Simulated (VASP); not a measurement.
A run of VASP 6.6.1 is set up as follows.

The input INCAR:

```
PREC     = Accurate       # precision mode
ENCUT    = 520            # plane-wave cutoff, eV
EDIFF    = 1E-6           # SCF threshold, eV
ISMEAR   = 0              # smearing method
SIGMA    = 0.1            # smearing width, eV
LREAL    = False          # projectors in reciprocal space
LASPH    = True           # aspherical terms in the spheres
NELM     = 150            # most SCF steps
ALGO     = Normal         # electronic algorithm
ISIF     = 2              # what is computed and relaxed
LWAVE    = False          # write WAVECAR
LCHARG   = False          # write CHGCAR
ISPIN    = 2              # spin polarisation
MAGMOM   = 0 0            # initial moments
LORBIT   = 11             # projections on sites
GGA      = PE             # functional
NBANDS   = 21             # bands
```

KPOINTS

```
regular mesh
0
Gamma
  4 4 4
```

File POSCAR:

```
TePb
1.0
    0.0000000000      3.2708968051      3.2708968051
    3.2708968051      0.0000000000      3.2708968051
    3.2708968051      3.2708968051      0.0000000000
Te Pb
1 1
Direct
    0.0000000000      0.0000000000      0.0000000000
    0.5000000000      0.5000000000      0.5000000000
```

Potentials or basis: VASP PAW PBE potentials, release 64 (Te, Pb_d).

Launch:

```bash
$ cat potpaw_PBE.64/Te/POTCAR potpaw_PBE.64/Pb_d/POTCAR > POTCAR
$ mpirun -np 1 vasp_std > vasp.out
```

(1) Predict the band gap on the k mesh.

(2) Estimate the net moment.

(3) What does it give for the pressure?

Answers

(1) 0.81 eV, direct.

(2) 0.00 μB per cell.

(3) 0.5 GPa.

Caveat: spin-orbit coupling is left out, which moves the levels of the heavy elements.
